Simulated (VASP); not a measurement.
Set up this calculation in VASP 6.6.1, as the native input.

```yaml
Task: single point
Functional: r2SCAN
Dispersion: D4
Potentials_or_basis: VASP PAW PBE potentials, release 64 (Ta_pv, N)
Cutoff: 520 eV
k_mesh: 10 × 10 × 6
Occupations: fermi-dirac, width 0.05 eV
Spin: no spin polarisation
Dipole_correction: no
Further_INCAR_settings: ALGO = Normal; EDIFF = 1e-07; NBANDS = 20
```

Ta2N:

```
Ta N
1.0
     3.06702    0.00000    0.00000
    -1.53351    2.65612    0.00000
     0.00000    0.00000    4.89645
Ta N
2 1
Direct
  0.33333 0.66667 0.25738
  0.66667 0.33333 0.74262
  0.00000 0.00000 0.00000
```

One way to write it, as run:

POSCAR

```
Ta2N
1.0
    3.0670224003      0.0000000000      0.0000000000
   -1.5335112001      2.6561193126      0.0000000000
    0.0000000000      0.0000000000      4.8964495216
Ta N
2 1
Direct
    0.3333333333      0.6666666667      0.2573813287
    0.6666666667      0.3333333333      0.7426186713
    0.0000000000      0.0000000000      0.0000000000
```

INCAR.step1

```
SYSTEM = Ta2N
PREC = Accurate
ENCUT = 520
ISMEAR = -1
SIGMA = 0.05
LREAL = .False.
LASPH = .True.
NELM = 60
NBANDS = 20
GGA = PE
ALGO = Normal
EDIFF = 1E-4
LWAVE = .True.
LCHARG = .False.
```

INCAR.step2

```
SYSTEM = Ta2N
PREC = Accurate
ENCUT = 520
EDIFF = 1E-7
ISMEAR = -1
SIGMA = 0.05
LREAL = .False.
LASPH = .True.
NELM = 60
ALGO = Normal
ISIF = 2
LWAVE = .False.
LCHARG = .False.
METAGGA = R2SCAN
LMIXTAU = .True.
IVDW = 13
VDW_S6 = 1.0
VDW_S8 = 0.6018749
VDW_A1 = 0.51559235
VDW_A2 = 5.77342911
NBANDS = 20
ISTART = 1
```

KPOINTS

```
Automatic mesh
0
Gamma
  10 10 6
  0 0 0
```

Potentials or basis: VASP PAW PBE potentials, release 64 (Ta_pv, N).

The run is started by

```sh
$ cat potpaw_PBE.64/Ta_pv/POTCAR potpaw_PBE.64/N/POTCAR > POTCAR
$ cp INCAR.step1 INCAR
$ mpirun -np 1 vasp_std > vasp.out
$ cp INCAR.step2 INCAR
$ mpirun -np 1 vasp_std > vasp.out
```

Results of the run:

```yaml
Pressure: 1.1 GPa
Largest_force: 0.077 eV/Å
Band_gap_on_the_k_mesh: zero (an odd number of electrons rules out a gap without spin polarisation)
Dispersion_energy_per_atom: -0.102 eV
```

Caveat: the PAW data sets were made with another functional, which shifts forces and pressure a little; spin-orbit coupling is left out, which moves the levels of the heavy elements.

It took 3.1 min on 1 thread of Intel Xeon 8259CL, with other jobs on the host, peak memory 0.2 GiB.
